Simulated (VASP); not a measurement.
## ZnO: single point with PBE

ZnO:

```
Zn O
1.0
     3.30974    0.00000    0.00000
    -1.65487    2.86632    0.00000
     0.00000    0.00000    7.17766
Zn O
2 2
Direct
  0.00000 0.00000 0.25000
  0.00000 0.00000 0.75000
  0.66667 0.33333 0.75000
  0.33333 0.66667 0.25000
```

- Program: VASP 6.6.1
- Task: single point
- Functional: PBE
- Potentials or basis: VASP PAW PBE potentials, release 64 (Zn, O)
- Cutoff: 520 eV
- k mesh: 9 × 9 × 4
- Occupations: fermi-dirac, width 0.05 eV
- Spin: no spin polarisation

```json
{"Pressure": "-1.6 GPa", "Band gap on the k mesh": "0.82 eV"}
```

Stress tensor (GPa, compression positive):
```
-2.54  0.00  0.00
 0.00 -2.54  0.00
 0.00  0.00  0.15
```

Levels at points of the mesh, in eV from the valence-band top:
```tsv
k point	band 15	band 16	band 17	band 18	band 19	band 20	band 21	band 22
(0.00, 0.00, 0.00)	-0.01	-0.01	0.00	0.00	0.82	3.28	5.18	10.84
(0.00, 0.00, 0.50)	0.00	0.00	0.00	0.00	1.91	1.91	7.22	7.22
```

Wall time 110 s on 1 thread of Intel Xeon 8259CL, with other jobs on the host, peak memory 0.22 GiB.

A k mesh can miss the band edges.
